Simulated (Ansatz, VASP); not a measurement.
## Two plane-wave programs on P

File INCAR:

```
PREC     = Accurate       # precision mode
ENCUT    = 520            # plane-wave cutoff, eV
EDIFF    = 1E-6           # SCF threshold, eV
ISMEAR   = -1             # smearing method
SIGMA    = 0.1            # smearing width, eV
LREAL    = F              # projectors in reciprocal space
LASPH    = T              # aspherical terms in the spheres
NELM     = 60             # most SCF steps
ALGO     = Normal         # electronic algorithm
ISIF     = 2              # what is computed and relaxed
LWAVE    = F              # write WAVECAR
LCHARG   = F              # write CHGCAR
GGA      = PE             # functional
NBANDS   = 8              # bands
```

KPOINTS

```
regular mesh
0
Gamma
  16 16 16
```

POSCAR

```
P
1.0
    0.0000000000      1.9630474476      1.9630474476
    1.9630474476      0.0000000000      1.9630474476
    1.9630474476      1.9630474476      0.0000000000
P
1
Direct
    0.0000000000      0.0000000000      0.0000000000
```

Input for Ansatz:

```yaml
crystal:
  lattice:
    - [0.0, 1.9630474476, 1.9630474476]
    - [1.9630474476, 0.0, 1.9630474476]
    - [1.9630474476, 1.9630474476, 0.0]
  atoms:
    - { symbol: P, position: [0.0, 0.0, 0.0] }
hamiltonian:
  xc: pbe
  pseudopotentials:
    kind: paw
    azcp:
      P: "pseudopotentials/P.paw.azcp"
basis:
  ecutwfc: 420
  fft_grid_basis: typed
kpoints:
  mp_grid: { grid: [16, 16, 16], shift: [0, 0, 0] }
magnetization:
  spin_polarized: false
scf:
  occupations: { method: fermi_dirac, width: 0.1 }
  lower_state_search: "off"
output:
  stress: true
```

Alike in both runs: task single point; functional PBE; k mesh 16 × 16 × 16; occupations fermi-dirac, width 0.1 eV; no spin polarisation.

```csv
,VASP,Ansatz
version,VASP 6.6.1,Ansatz 0.2.0
potentials or method,"VASP PAW PBE potentials, release 64 (P), cutoff 520 eV","plane waves (420 eV) with PAW, scalar-relativistic"
valence electrons in the cell,5,5
```

VASP gave:

| Property | Result |
| --- | --- |
| pressure (GPa) | -3.2 |

Question: What did Ansatz give for the same quantities?

Answer: Pressure (GPa): -3.1.
